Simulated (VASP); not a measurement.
Input of a VASP 6.6.1 run:

The input INCAR:

```
SYSTEM = CdGe3
PREC = Accurate
ENCUT = 520
EDIFF = 1E-6
ISMEAR = 0
SIGMA = 0.1
LREAL = .False.
LASPH = .True.
NELM = 100
ALGO = Normal
ISIF = 2
LWAVE = .False.
LCHARG = .False.
GGA = PE
NBANDS = 35
```

File KPOINTS:

```
regular mesh
0
Gamma
  6 6 6
  0 0 0
```

Contents of POSCAR:

```
CdGe3
1.0
   -2.1339196975      2.1339196975      4.5121346006
    2.1339196975     -2.1339196975      4.5121346006
    2.1339196975      2.1339196975     -4.5121346006
Cd Ge
1 3
Direct
    0.0000000000      0.0000000000      0.0000000000
    0.5000000000      0.5000000000      0.0000000000
    0.2500000000      0.7500000000      0.5000000000
    0.7500000000      0.2500000000      0.5000000000
```

Potentials or basis: VASP PAW PBE potentials, release 64 (Cd, Ge_d).

Run with:

```sh
$ cat potpaw_PBE.64/Cd/POTCAR potpaw_PBE.64/Ge_d/POTCAR > POTCAR
$ mpirun -np 1 vasp_std > vasp.out
```

What does it give for the band gap on the k mesh?

Zero (bands 27 and 28 overlap by 3.85 eV).

Predict the pressure.

0.4 GPa.

Stress tensor (GPa, compression positive):
```
0.50 0.00 0.00
0.00 0.50 0.00
0.00 0.00 0.29
```
